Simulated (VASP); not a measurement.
## TaN: single point with LDA

TaN:

```
CELL_PARAMETERS angstrom
0.00000 2.17384 2.17384
2.17384 0.00000 2.17384
2.17384 2.17384 0.00000
ATOMIC_POSITIONS crystal
Ta 0.50000 0.50217 0.50000
N 0.00000 0.97194 0.00000
```

This cell differs from its parent crystal: mode 4 frozen in at -0.061 Å and mode 6 at -0.061 Å (largest displacements).

| Quantity | Value |
| --- | --- |
| Program | VASP 6.6.1 |
| Task | single point |
| Functional | LDA |
| Potentials or basis | VASP PAW LDA potentials, release 64 (Ta_sv_GW, N) |
| Cutoff | 600 eV |
| k mesh | 18 × 18 × 18 |
| Occupations | gaussian, width 0.15 eV |
| Spin | no spin polarisation |
| Dipole correction | no |
| Second run | valence_matched |
| Further INCAR settings | ALGO = Normal; EDIFF = 1e-06; NBANDS = 16 |

* Pressure: 3.0 GPa
* Largest force: 0.861 eV/Å
* Band gap on the k mesh: zero (band 9 reaches 16.00 eV, above the bottom of band 10 at 12.08 eV)

Forces in eV/Å, atoms in the order of the input:
```
Ta  -0.609  0.000 -0.609
N    0.609  0.000  0.609
```

Stress tensor (GPa, compression positive):
```
 3.78  0.00 -0.62
 0.00  1.37  0.00
-0.62  0.00  3.78
```

Levels at points of the mesh, in eV from the Fermi level:
```csv
k point,band 5,band 6,band 7,band 8,band 9,band 10,band 11,band 12,band 13,band 14
"(0.00, 0.00, 0.00)",-18.85,-4.14,-4.10,-4.01,-2.21,-1.93,-1.91,0.12,0.26,2.01
"(0.50, 0.00, 0.00)",-15.55,-10.58,-7.78,-7.74,1.96,1.98,2.12,3.93,7.73,7.93
"(0.00, 0.50, 0.00)",-15.56,-10.57,-7.82,-7.79,2.00,2.00,2.14,4.06,7.85,7.94
"(0.50, 0.50, 0.00)",-17.58,-6.56,-5.91,-4.64,-4.38,2.24,3.76,3.76,4.92,6.97
"(0.50, 0.00, 0.50)",-17.58,-6.58,-6.07,-4.67,-4.18,2.27,3.76,3.76,4.95,7.19
```

It took 2.8 min on 1 thread of Intel(R) Xeon(R) 6975P-C (Granite Rapids), with other jobs on the host, peak memory 0.47 GiB.

Caveat: the cell differs from its parent crystal (mode 4 frozen in at -0.061 Å and mode 6 at -0.061 Å (largest displacements)); spin-orbit coupling is left out, which moves the levels of the heavy elements.
